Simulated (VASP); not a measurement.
Write the native input for VASP 6.6.1 that does the following.

```yaml
Task: single point
Functional: PBE
Potentials_or_basis: VASP PAW PBE potentials, release 64 (N)
Cutoff: 520 eV
k_mesh: 20 × 21 × 21
Occupations: gaussian, width 0.1 eV
Spin: no spin polarisation
Dipole_correction: no
Further_INCAR_settings: ALGO = Normal; EDIFF = 1e-06; NBANDS = 8; ISYM = 0
```

The structure of N lies in POSCAR:

```
N
1.0
   -0.0310761722      1.5355358207      1.5355358207
    1.5044596485      0.0000000000      1.5044596485
    1.5044596485      1.5044596485      0.0000000000
N
1
Direct
    0.0000000000      0.0000000000      0.0000000000
```

This cell differs from its parent crystal: strained.

These files were run (other wordings do the same):

INCAR

```
ALGO     = Normal         # electronic algorithm
EDIFF    = 1E-6           # SCF threshold, eV
ENCUT    = 520            # plane-wave cutoff, eV
GGA      = PE             # functional
ISIF     = 2              # what is computed and relaxed
ISMEAR   = 0              # smearing method
ISYM     = 0            
LASPH    = T              # aspherical terms in the spheres
LCHARG   = T              # write CHGCAR
LELF     = T              # ELF
LREAL    = F              # projectors in reciprocal space
LVHAR    = T            
LWAVE    = F              # write WAVECAR
NBANDS   = 8              # bands
NELM     = 80             # most SCF steps
PREC     = Accurate       # precision mode
SIGMA    = 0.1            # smearing width, eV
```

KPOINTS

```
k-points
0
Gamma
  20 21 21
```

Potentials or basis: VASP PAW PBE potentials, release 64 (N).

The run is started by

```console
$ cat potpaw_PBE.64/N/POTCAR > POTCAR
$ mpirun -np 1 vasp_std > vasp.out
```

Results of the run:

```yaml
Pressure: 16.2 GPa
Band_gap_on_the_k_mesh: zero (an odd number of electrons rules out a gap without spin polarisation)
```

Caveat: the cell differs from its parent crystal (strained); the cell stands under pressure; an odd number of electrons without spin polarisation forces a metal; a magnetic or distorted state may lie lower.

It took 51 s on 1 thread of Intel(R) Xeon(R) Platinum 8559C (Emerald Rapids), with other jobs on the host, peak memory 0.3 GiB.
